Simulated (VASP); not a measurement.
The system is GaN.

```
CELL_PARAMETERS angstrom
3.18000 0.00000 0.00000
-1.59000 2.75396 0.00000
0.00000 0.00000 5.16600
ATOMIC_POSITIONS crystal
Ga 0.33333 0.66667 0.00000
Ga 0.66667 0.33333 0.50000
N 0.33333 0.66667 0.37500
N 0.66667 0.33333 0.87500
```

| Item | Value |
| --- | --- |
| Program | VASP 6.6.1 |
| Task | relaxation of cell and atoms |
| Functional | LDA |
| Potentials or basis | VASP PAW LDA potentials, release 64 (Ga_d, N) |
| Cutoff | 600 eV |
| k mesh | 12 × 12 × 4 |
| Occupations | gaussian, width 0.01 eV |
| Spin | no spin polarisation |

At the start: pressure -3.5 GPa; volume 11.31 Å³/atom.

Q: Where does the relaxation end?

A: Over 6 steps the energy falls by 2.7 meV/atom and the volume is 11.11 Å³/atom (-1.8 %); space group P6_3mc (No. 186, to 0.05 Å).

Step by step:
```tsv
step	energy change (eV)	largest force (eV/Å)	pressure (GPa)	volume (Å³)
1	0.0000	0.1275	-3.54	45.24
2	-0.0001	0.1149	3.80	43.62
3	-0.0109	0.0110	-0.01	44.42
4	-0.0109	0.0085	0.08	44.40
5	-0.0109	0.0001	-0.15	44.44
6	-0.0109	0.0028	0.01	44.43
```

Final structure:
```xyz
4
Lattice="3.1568 0.0000 0.0000 -1.5784 2.7339 0.0000 0.0000 0.0000 5.1478" Properties=species:S:1:pos:R:3 pbc="T T T"
Ga    0.0000    1.8226    5.1444
Ga    1.5784    0.9113    2.5705
N     0.0000    1.8226    1.9338
N     1.5784    0.9113    4.5077
```
